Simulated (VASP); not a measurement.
A run of VASP 6.6.1:

INCAR

```
ALGO     = Normal         # electronic algorithm
EDIFF    = 1E-7           # SCF threshold, eV
EDIFFG   = -0.005         # ionic threshold
ENCUT    = 600            # plane-wave cutoff, eV
GGA      = PE             # functional
IBRION   = 2              # ionic algorithm
ISIF     = 3              # what is computed and relaxed
ISMEAR   = -1             # smearing method
LASPH    = T              # aspherical terms in the spheres
LCHARG   = F              # write CHGCAR
LREAL    = F              # projectors in reciprocal space
LWAVE    = F              # write WAVECAR
NELM     = 100            # most SCF steps
NSW      = 32             # ionic steps
PREC     = Accurate       # precision mode
PSTRESS  = 1000.0       
SIGMA    = 0.08           # smearing width, eV
```

The input KPOINTS:

```
k-points
0
Gamma
  15 15 15
```

POSCAR

```
CdS
1.0
    0.0000000000      2.3512661938      2.3512661938
    2.3512661938      0.0000000000      2.3512661938
    2.3512661938      2.3512661938      0.0000000000
Cd S
1 1
Direct
    0.0000000000      0.0000000000      0.0000000000
    0.5000000000      0.5000000000      0.5000000000
```

Potentials or basis: VASP PAW PBE potentials, release 64 (Cd, S).

Command:

```console
$ cat potpaw_PBE.64/Cd/POTCAR potpaw_PBE.64/S/POTCAR > POTCAR
$ mpirun -np 1 vasp_std > vasp.out
```

Hardware: 1 thread of Intel(R) Xeon(R) 6975P-C (Granite Rapids), with other jobs on the host.

Q: Estimate the wall time of this run.

A: Wall time 55 s on 1 thread of Intel(R) Xeon(R) 6975P-C (Granite Rapids), on a shared host, peak memory 0.2 GiB. Counts: scf iterations 33, k points 120, ion steps 3.
